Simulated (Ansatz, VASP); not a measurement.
# One calculation of Pt, two programs

```xyz
1
Lattice="0.0000 1.9579 2.0068 1.9579 0.0000 2.0068 1.9579 1.9579 0.0000" Properties=species:S:1:pos:R:3 pbc="T T T"
Pt    0.0000    0.0000    0.0000
```

Change from the starting cell: strain +0.000 along x and y, +0.025 along z, atoms carried along.

Alike in both runs: task single point; functional PBE; k mesh 20 × 20 × 20; occupations gaussian, width 0.15 eV; no spin polarisation.

|  | VASP | Ansatz |
| --- | --- | --- |
| version | VASP 6.6.1 | Ansatz 0.2.0 |
| potentials or method | VASP PAW PBE potentials, release 64 (Pt), cutoff 520 eV | scalar-relativistic, plane waves, PAW |
| valence electrons in the cell | 10 | 18 |

Ansatz gave:

```
gap on the k mesh at the Fermi level (eV)                     : none
pressure (GPa)                                                : 4.5
traceless stress, the component that is largest in VASP (GPa) : -1.72
```

Task: Estimate VASP's values.

Result: gap on the k mesh at the Fermi level (eV): none; pressure (GPa): 4.0; traceless stress, the component that is largest in VASP (GPa): -1.70.

A gap of «none» marks a metal or a gap that the smearing closes. The functional is the same, so the differences come from potentials, cutoffs and numerics. VASP's potentials hold 10 valence electrons a cell and Ansatz's 18, so a difference there can come from the potentials and not from the codes.

Neither program's run includes spin-orbit coupling.
